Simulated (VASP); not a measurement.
# ZnSe: elastic constants with LDA

The system is ZnSe.

```
CELL_PARAMETERS angstrom
0.00000 2.70942 2.70942
2.70942 0.00000 2.70942
2.70942 2.70942 0.00000
ATOMIC_POSITIONS crystal
Zn 0.00000 0.00000 0.00000
Se 0.75000 0.75000 0.75000
```

* Program: VASP 6.6.1
* Task: elastic constants
* Functional: LDA
* Potentials or basis: VASP PAW LDA potentials, release 64 (Zn, Se)
* Cutoff: 600 eV
* k mesh: 8 × 8 × 8
* Occupations: gaussian, width 0.01 eV
* Spin: no spin polarisation
* Dipole correction: no
* Ions in elastic constants: relaxed
* Further INCAR settings: ALGO = Normal; EDIFF = 1e-08; NBANDS = 16; IBRION = 6; POTIM = 0.015; NSW = 1; ISIF = 3

| Property | Result |
| --- | --- |
| Elastic constants C11, C12, C44 | 120, 85, 43 GPa |
| Voigt bulk modulus | 97 GPa |
| Highest phonon frequency at Γ, LO-TO splitting left out | 252 cm⁻¹ |

Phonon frequencies in cm⁻¹ (negative: imaginary):
```
              q point        frequencies
(0.000, 0.000, 0.000)  0 0 0 252 252 252
```

Elastic tensor in Voigt notation (GPa, in the Cartesian axes of the cell as first typed):
```
120  85  85   0   0   0
 85 120  85   0   0   0
 85  85 120   0   0   0
  0   0   0  43   0   0
  0   0   0   0  43   0
  0   0   0   0   0  43
```

Clamped-ion elastic tensor (GPa):
```
120  85  85   0   0   0
 85 120  85   0   0   0
 85  85 120   0   0   0
  0   0   0  91   0   0
  0   0   0   0  91   0
  0   0   0   0   0  91
```

Run time: 5 min on 1 thread of Intel(R) Xeon(R) 6975P-C (Granite Rapids), on a shared host, peak memory 0.3 GiB.

Caveat: the cell is under stress, which shifts elastic constants.
